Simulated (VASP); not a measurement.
**Pb2O: single point with PBEsol**

Pb2O:

```
Pb O
1.0
     5.29263    0.00000    0.00000
     0.00000    5.29263    0.00000
     0.00000    0.00000    5.29263
Pb O
4 2
Direct
  0.25000 0.25000 0.25000
  0.75000 0.75000 0.25000
  0.25000 0.75000 0.75000
  0.75000 0.25000 0.75000
  0.00000 0.00000 0.00000
  0.50000 0.50000 0.50000
```

```json
{
 "Program": "VASP 6.6.1",
 "Task": "single point",
 "Functional": "PBEsol",
 "Potentials or basis": "VASP PAW PBE potentials, release 64 (Pb_d, O)",
 "Cutoff": "520 eV",
 "k mesh": "8 × 8 × 8",
 "Occupations": "gaussian, width 0.1 eV",
 "Spin": "no spin polarisation",
 "Dipole correction": "no",
 "Further INCAR settings": "ALGO = Normal; EDIFF = 1e-07; NBANDS = 43"
}
```

The pressure is 3.0 GPa and the band gap on the k mesh is zero (bands 34 and 35 overlap by 0.89 eV).

Levels at points of the mesh, in eV from the Fermi level:
| k point | band 30 | band 31 | band 32 | band 33 | band 34 | band 35 | band 36 | band 37 | band 38 | band 39 |
| --- | --- | --- | --- | --- | --- | --- | --- | --- | --- | --- |
| (0.00, 0.00, 0.00) | -2.15 | -2.15 | -0.39 | -0.39 | -0.39 | 2.24 | 2.24 | 2.24 | 2.86 | 5.75 |
| (0.50, 0.00, 0.00) | -2.41 | -0.86 | -0.86 | -0.60 | -0.60 | 1.19 | 1.19 | 2.04 | 2.04 | 4.42 |
| (0.50, 0.50, 0.00) | -3.21 | -1.14 | -1.14 | -0.10 | -0.10 | 1.62 | 1.62 | 2.06 | 2.06 | 4.57 |
| (0.50, 0.50, 0.50) | -0.89 | -0.89 | -0.89 | -0.76 | -0.76 | -0.76 | 1.40 | 4.90 | 4.90 | 4.97 |

Run time: 2.7 min on 1 thread of AMD EPYC 9R14 (Zen 4) (shared host), peak memory 0.3 GiB.

Caveat: the PAW data sets were made with another functional, which shifts forces and pressure a little; spin-orbit coupling is left out, which moves the levels of the heavy elements.
